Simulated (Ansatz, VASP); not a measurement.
## InO in VASP and in Ansatz

```xyz
4
Lattice="3.5400 0.0000 0.0000 -1.7700 3.0657 0.0000 0.0000 0.0000 15.8771" Properties=species:S:1:pos:R:3 pbc="T T T"
In    1.7700    1.0219    9.3678
In    1.7700    1.0219    6.5093
O     0.0000    0.0000   10.1592
O     0.0000    0.0000    5.7179
```

Change from the starting cell: strain +0.025 along x and y, +0.000 along z, atoms carried along.

Alike in both runs: task single point; functional PBE; k mesh 12 × 12 × 2; occupations gaussian, width 0.03 eV; no spin polarisation.

|  | VASP | Ansatz |
| --- | --- | --- |
| version | VASP 6.6.1 | Ansatz 0.2.0 |
| potentials or method | VASP PAW PBE potentials, release 64 (In_d, O), cutoff 520 eV | scalar-relativistic, plane waves, PAW |
| valence electrons in the cell | 38 | 38 |

Ansatz gave:

```
gap on the k mesh at the Fermi level (eV) : 0.38
least direct gap on the mesh (eV)         : 0.91
rms of the force components (eV/Å)        : 0.246
```

**Question.** Estimate VASP's values.

**Answer.** gap on the k mesh at the Fermi level (eV): 0.36; least direct gap on the mesh (eV): 0.90; rms of the force components (eV/Å): 0.230.

Atom by atom the forces differ by 0.017 eV/Å (rms over components). With one functional, cell and mesh, what is left measures potentials, basis and numerics.
